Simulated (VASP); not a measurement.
# Al in VASP: a series of runs

Runs on Al. Level: LDA. Tasks: single point.

All numbers are computed with VASP 6.6.1; they aren't measurements. Logs are shortened: lines on timing, memory, paths and dates and some standing lists are left out, and cuts for length are marked.

**1. The cell of the first run**

The cell holds a slab with vacuum, 3 atoms: a = 2.817 Å, b = 2.817 Å, c = 17.984 Å, α = 90.00°, β = 90.00°, γ = 90.00°.

**2. Single point, LDA**

File INCAR:

```
  ALGO = Fast
  DIPOL = 0.5 0.5 0.503
  EDIFF = 1E-6
  ENCUT = 520
  IDIPOL = 3
  ISIF = 2
  ISMEAR = 0
  LASPH = True
  LCHARG = False
  LDIPOL = True
  LREAL = False
  LWAVE = False
  NBANDS = 12
  NELM = 100
  PREC = Accurate
  SIGMA = 0.1
```

File KPOINTS:

```
k-points
0
Gamma
  10 10 1
```

File POSCAR:

```
Al
1.0
    2.8171865510      0.0000000000      0.0000000000
    0.0000000000      2.8171865510      0.0000000000
    0.0000000000      0.0000000000     17.9841034282
Al
3
Direct
    0.5000000000      0.5000000000      0.3892326369
    0.0000000000      0.0000000000      0.5033091221
    0.5000000000      0.5000000000      0.6174296647
```

Potentials or basis: VASP PAW LDA potentials, release 64 (Al).

Launch:

```bash
$ cat potpaw_LDA.64/Al/POTCAR > POTCAR
$ mpirun -np 1 vasp_std > vasp.out
```

OUTCAR:

```text
EDIFF = 1E-6
   ENCUT = 520
   ISIF = 2
   ISMEAR = 0
   LASPH = True
   LREAL = False
   NELM = 100
   PREC = Accurate

 ion  position               nearest neighbor table
   1  0.500  0.500  0.389-   2 2.86   2 2.86   2 2.86   2 2.86
   2  0.000  0.000  0.503-   1 2.86   1 2.86   1 2.86   1 2.86   3 2.86   3 2.86   3 2.86   3 2.86

   3  0.500  0.500  0.617-   2 2.86   2 2.86   2 2.86   2 2.86

  LATTYP: Found a simple tetragonal cell.
 ALAT       =     2.8171865510
 C/A-ratio  =     6.3837105221

  Lattice vectors:

 A1 = (   2.8171865510,   0.0000000000,   0.0000000000)
 A2 = (   0.0000000000,   2.8171865510,   0.0000000000)
 A3 = (   0.0000000000,   0.0000000000,  17.9841034282)

Analysis of symmetry for initial positions (statically):
=====================================================================
 Subroutine PRICEL returns:
 Original cell was already a primitive cell.

 Routine SETGRP: Setting up the symmetry group for a
 simple tetragonal supercell.

 Subroutine GETGRP returns: Found  8 space group operations
 (whereof  8 operations were pure point group operations)
 out of a pool of 16 trial point group operations.

The static configuration has the point symmetry C_4v.

Analysis of symmetry for dynamics (positions and initial velocities):
=====================================================================
 Subroutine PRICEL returns:
 Original cell was already a primitive cell.

 Routine SETGRP: Setting up the symmetry group for a
 simple tetragonal supercell.

 Subroutine GETGRP returns: Found  8 space group operations
 (whereof  8 operations were pure point group operations)
 out of a pool of 16 trial point group operations.

The dynamic configuration has the point symmetry C_4v.

 Subroutine INISYM returns: Found  8 space group operations
 (whereof  8 operations are pure point group operations),
 and found     1 'primitive' translations

----------------------------------------------------------------------------------------

                                     Primitive cell

  volume of cell :     142.7316

  direct lattice vectors                    reciprocal lattice vectors
     2.817186551  0.000000000  0.000000000     0.354964069  0.000000000  0.000000000
     0.000000000  2.817186551  0.000000000     0.000000000  0.354964069  0.000000000
     0.000000000  0.000000000 17.984103428     0.000000000  0.000000000  0.055604662

  length of vectors
     2.817186551  2.817186551 17.984103428     0.354964069  0.354964069  0.055604662

  position of ions in fractional coordinates (direct lattice)
     0.500000000  0.500000000  0.389232637
     0.000000000  0.000000000  0.503309122
     0.500000000  0.500000000  0.617429665

  ion indices of the primitive-cell ions
   primitive index   ion index
                 1           1
                 2           2
                 3           3

----------------------------------------------------------------------------------------

 KPOINTS: k-points

Automatic generation of k-mesh.
 Grid dimensions read from file:
 generate k-points for:   10   10    1

 Generating k-lattice:

  Cartesian coordinates                     Fractional coordinates (reciprocal lattice)
     0.035496407  0.000000000  0.000000000     0.100000000  0.000000000  0.000000000
     0.000000000  0.035496407  0.000000000     0.000000000  0.100000000  0.000000000
     0.000000000  0.000000000  0.055604662     0.000000000  0.000000000  1.000000000

  Length of vectors
     0.035496407  0.035496407  0.055604662

  Shift w.r.t. Gamma in fractional coordinates (k-lattice)
     0.000000000  0.000000000  0.000000000

 Subroutine IBZKPT returns following result:
 ===========================================

 Found     21 irreducible k-points:

 Following reciprocal coordinates:
            Coordinates               Weight
  0.000000  0.000000  0.000000      1.000000
  0.100000  0.000000  0.000000      4.000000
  0.200000  0.000000  0.000000      4.000000
  0.300000  0.000000  0.000000      4.000000
  0.400000  0.000000  0.000000      4.000000
  0.500000  0.000000  0.000000      2.000000
[... 13 lines left out ...]
  0.500000  0.400000  0.000000      4.000000
  0.500000  0.500000  0.000000      1.000000
   k-points           NKPTS =     21   k-points in BZ     NKDIM =     21   number of bands    NBANDS=     12
   number of dos      NEDOS =    301   number of ions     NIONS =      3
   total plane-waves  NPLWV =  80640
   dimension x,y,z NGX =    24 NGY =   24 NGZ =  140
   dimension x,y,z NGXF=    48 NGYF=   48 NGZF=  280
   ions per type =               3
   NGX,Y,Z   is equivalent  to a cutoff of  14.16, 14.16, 12.94 a.u.
   NGXF,Y,Z  is equivalent  to a cutoff of  28.33, 28.33, 25.88 a.u.
 SYSTEM =  unknown system
   PREC   = accura    normal or accurate (medium, high low for compatibility)
   ISTART =      0    job   : 0-new  1-cont  2-samecut
   ICHARG =      2    charge: 1-file 2-atom 10-const
   ISPIN  =      1    spin polarized calculation?
   LNONCOLLINEAR =      F non collinear calculations
   LSORBIT =      F    spin-orbit coupling
   LASPH  =      T    aspherical Exc in radial PAW
   ENCUT  =  520.0 eV  38.22 Ry    6.18 a.u.   5.24  5.24 33.44*2*pi/ulx,y,z
   NELM   =    100;   NELMIN=  2; NELMDL= -5     # of ELM steps
   EDIFF  = 0.1E-05   stopping-criterion for ELM
   LREAL  =      F    real-space projection
   EDIFFG = 0.1E-04   stopping-criterion for IOM
   NSW    =      0    number of steps for IOM
   IBRION =     -1    ionic relax: 0-MD 1-quasi-New 2-CG
   NFREE  =      0    steps in history (QN), initial steepest desc. (CG)
   ISIF   =      2    stress and relaxation
   ISYM   =      2    0-nonsym 1-usesym 2-fastsym
   POTIM  = 0.5000    time-step for ionic-motion
   TEBEG  =    0.0;   TEEND  =   0.0 temperature during run
   PSTRESS=    0.0 pullay stress
   NELECT =       9.0000    total number of electrons
   NUPDOWN=      -1.0000    fix difference up-down
   EMIN   =  10.00;   EMAX   =-10.00  energy-range for DOS
   EFERMI =   0.00;   METHOD = LEGACY
   ISMEAR =     0;   SIGMA  =   0.10  broadening in eV -4-tet -1-fermi 0-gaus
   EFERMI_NEDOS =   21; number of points for ismear=-14 and -15
   IALGO  =     68    algorithm
   IMIX   =      4    mixing-type and parameters
     AMIX     =   0.40;   BMIX     =  1.00
     AMIX_MAG =   1.60;   BMIX_MAG =  1.00
  volume/ion in A,a.u.               =      47.58       321.07
  Fermi-wavevector in a.u.,A,eV,Ry     =   0.651602  1.231349  5.776830  0.424585
  Thomas-Fermi vector in A             =   1.721254
   LORBIT       =      0    0 simple, 1 ext, 2 COOP (PROOUT), +10 PAW based schemes
   GGA     = CA    functional components
   LHFCALC =     F    Hartree Fock is set to
   AEXX    =    0.0000 exact exchange contribution
   IVDW    =     0    specifies the selected vdW correction
   LEPSILON=     F    determine dielectric tensor
   LRPA    =     F    only Hartree local field effects (RPA)
 non-spin polarized calculation
 RMM-DIIS sequential band-by-band and
 Gauss-broadening in eV      SIGMA  =   0.10
  energy-cutoff  :      520.00
  volume of cell :      142.73
 maximum number of plane-waves:      3872
 NGX is ok and might be reduce to    24
   NGX = 11   NGY = 11   NGZ = 67

 dipolmoment           0.000000      0.000000     -0.000006 electrons x Angstroem

 number of electron       9.0000000 magnetization

 dipolmoment           0.000000      0.000000      0.000017 electrons x Angstroem

 Free energy of the ion-electron system (eV)
  ---------------------------------------------------
  ext. energy  EPLUGINS =         0.00000000
  ---------------------------------------------------
  free energy    TOTEN  =       -11.52162045 eV

  energy without entropy =      -11.51688266  energy(sigma->0) =      -11.51925156

 E-fermi :  -0.3057     XC(G=0):  -4.6798

 val. band max:       -0.3434423687   @ k =   0.5000   0.2000   0.0000
 cond. band min:      -0.2812309117   @ k =   0.5000   0.0000   0.0000
 fundamental gap:      0.0622114569
 Fermi energy:        -0.3056741732

 k-point     1 :       0.0000    0.0000    0.0000
  band No.  band energies     occupation
      1     -10.6242      2.00000
      2      -8.4463      2.00000
      3      -5.1461      2.00000
      4      -2.1292      2.00000
      5       1.6690      0.00000
      6       3.7031      0.00000
      7       4.2768      0.00000
      8       6.0392      0.00000
      9       6.1469      0.00000
     10       6.3125      0.00000
     11       6.4316      0.00000
     12       6.4316      0.00000

 k-point     2 :       0.1000    0.0000    0.0000
  band No.  band energies     occupation
      1     -10.4391      2.00000
      2      -8.2633      2.00000
      3      -4.9642      2.00000
      4      -1.9563      2.00000
      5       1.8363      0.00000
      6       3.5368      0.00000
      7       3.8873      0.00000
      8       4.4680      0.00000
      9       5.5189      0.00000
     10       6.3376      0.00000
     11       6.5895      0.00000
     12       7.8251      0.00000

 k-point     3 :       0.2000    0.0000    0.0000
  band No.  band energies     occupation
      1      -9.8853      2.00000
      2      -7.7156      2.00000
      3      -4.4206      2.00000
      4      -1.4403      2.00000
      5       0.7108      0.00000
      6       2.4187      0.00000
      7       2.7895      0.00000
      8       4.4485      0.00000
      9       5.0132      0.00000
     10       5.9725      0.00000
     11       6.9373      0.00000
     12       7.0636      0.00000

 k-point     4 :       0.3000    0.0000    0.0000
  band No.  band energies     occupation
      1      -8.9672      2.00000
      2      -6.8080      2.00000
      3      -3.5229      2.00000
      4      -1.8368      2.00000
      5      -0.6252      1.99999
      6       0.3114      0.00000
      7       3.0692      0.00000
      8       3.7567      0.00000
      9       5.3683      0.00000
     10       5.9725      0.00000
     11       6.4648      0.00000
     12       7.8543      0.00000

 k-point     5 :       0.4000    0.0000    0.0000
  band No.  band energies     occupation
      1      -7.6922      2.00000
      2      -5.5481      2.00000
      3      -4.1100      2.00000
      4      -2.2893      2.00000
      5      -2.0186      2.00000
      6       0.6429      0.00000
      7       1.2741      0.00000
      8       4.2857      0.00000
      9       4.6075      0.00000
     10       6.6623      0.00000
     11       7.2502      0.00000
     12       8.9599      0.00000
[... 183 lines left out ...]
      1      -4.5431      2.00000
      2      -4.4171      2.00000
      3      -2.4002      2.00000
      4      -2.3577      2.00000
      5       0.5144      0.00000
      6       1.1900      0.00000
      7       2.5956      0.00000
      8       2.8159      0.00000
      9       3.2572      0.00000
     10       4.0785      0.00000
     11       4.7319      0.00000
     12       5.1627      0.00000

 k-point    19 :       0.4000    0.4000    0.0000
  band No.  band energies     occupation
      1      -4.8361      2.00000
      2      -2.7281      2.00000
      3      -1.9444      2.00000
      4      -0.4811      1.98690
      5       0.0667      0.00000
      6       0.4803      0.00000
      7       1.6290      0.00000
      8       2.3648      0.00000
      9       3.1351      0.00000
     10       3.4301      0.00000
     11       4.3444      0.00000
     12       4.7848      0.00000

 k-point    20 :       0.5000    0.4000    0.0000
  band No.  band energies     occupation
      1      -3.3511      2.00000
      2      -3.2450      2.00000
      3      -1.2257      2.00000
      4      -1.2216      2.00000
      5       0.3826      0.00000
      6       0.6526      0.00000
      7       1.6982      0.00000
      8       2.1843      0.00000
      9       2.5419      0.00000
     10       2.6149      0.00000
     11       4.4721      0.00000
     12       5.0022      0.00000

 k-point    21 :       0.5000    0.5000    0.0000
  band No.  band energies     occupation
      1      -2.2833      2.00000
      2      -2.2833      2.00000
      3      -1.0176      2.00000
      4      -0.6392      2.00000
      5      -0.2717      0.63080
      6      -0.2717      0.63080
      7       1.2743      0.00000
      8       1.3646      0.00000
      9       2.8038      0.00000
     10       2.8038      0.00000
     11       3.6929      0.00000
     12       5.9588      0.00000

------------------------ aborting loop because EDIFF is reached ----------------------------------------

 vacuum level on the upper side and lower side of the slab       (xc-potential included)        -0.150        -0.148

  FORCE on cell =-STRESS in cart. coord.  units (eV):
  Direction    XX          YY          ZZ          XY          YZ          ZX
  --------------------------------------------------------------------------------------
  -------------------------------------------------------------------------------------
  Total       -1.9957903     -1.9957903     -0.0399628      0.0000000      0.0000000      0.0000000
  in kB      -22.4029640    -22.4029640     -0.4485870      0.0000000      0.0000000      0.0000000
  external PRESSURE =     -15.0848383 kB  Pullay stress =       0.0000000 kB

 VOLUME and BASIS-vectors are now :
 -----------------------------------------------------------------------------
  energy-cutoff  :      520.00
  volume of cell :      142.73
      direct lattice vectors                 reciprocal lattice vectors
     2.817186551  0.000000000  0.000000000     0.354964069  0.000000000  0.000000000
     0.000000000  2.817186551  0.000000000     0.000000000  0.354964069  0.000000000
     0.000000000  0.000000000 17.984103428     0.000000000  0.000000000  0.055604662

 POSITION                                       TOTAL-FORCE (eV/Angst)
 -----------------------------------------------------------------------------------
      1.40859      1.40859      7.00000        -0.000000      0.000000      0.008401
      0.00000      0.00000      9.05156         0.000000     -0.000000      0.001863
      1.40859      1.40859     11.10392        -0.000000      0.000000     -0.010265
 -----------------------------------------------------------------------------------
    total drift:                                0.000000      0.000000      0.000021

  FREE ENERGIE OF THE ION-ELECTRON SYSTEM (eV)
  ---------------------------------------------------
  free  energy   TOTEN  =       -11.5216204481 eV

  energy  without entropy=      -11.5168826647  energy(sigma->0) =      -11.51925156

 vacuum level on the upper side and lower side of the slab         4.258         4.271
```

It took 30 s on 1 thread of Intel Xeon Platinum 8488C (Sapphire Rapids), shared host; peak memory 0.2 GiB.

Results:

- Free energy: -11.5216 eV
- Largest force: 0.010 eV/Å

Forces on the atoms (eV/Å):
```
Al   0.000  0.000  0.008
Al   0.000  0.000  0.002
Al   0.000  0.000 -0.010
```

(Continued in part 2 of 2.)
